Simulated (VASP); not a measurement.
A run of VASP 6.6.1:

The input INCAR:

```
ALGO = Normal
EDIFF = 1E-6
ENCUT = 520
GGA = PE
ISIF = 2
ISMEAR = 0
LASPH = T
LCHARG = F
LREAL = F
LWAVE = F
NBANDS = 15
NELM = 100
PREC = Accurate
SIGMA = 0.02
```

KPOINTS

```
k-points
0
Gamma
  8 8 8
```

File POSCAR:

```
SrO
1.0
    0.0000000000      2.5698000000      2.5698000000
    2.5698000000      0.0000000000      2.5698000000
    2.5698000000      2.5698000000      0.0000000000
Sr O
1 1
Direct
    0.0000000000      0.0000000000      0.0000000000
    0.5366760059      0.4927348432      0.5393104522
```

Potentials or basis: VASP PAW PBE potentials, release 64 (Sr_sv, O).

Run with:

```console
$ cat potpaw_PBE.64/Sr_sv/POTCAR potpaw_PBE.64/O/POTCAR > POTCAR
$ mpirun -np 1 vasp_std > vasp.out
```

Hardware: 1 thread of Intel(R) Xeon(R) 6975P-C (Granite Rapids), with other jobs on the host.

Question: Estimate the wall time of this run.

Answer: It took 54 s on 1 thread of Intel(R) Xeon(R) 6975P-C (Granite Rapids), on a shared host, peak memory 0.25 GiB. Counts: scf iterations 13, k points 260.
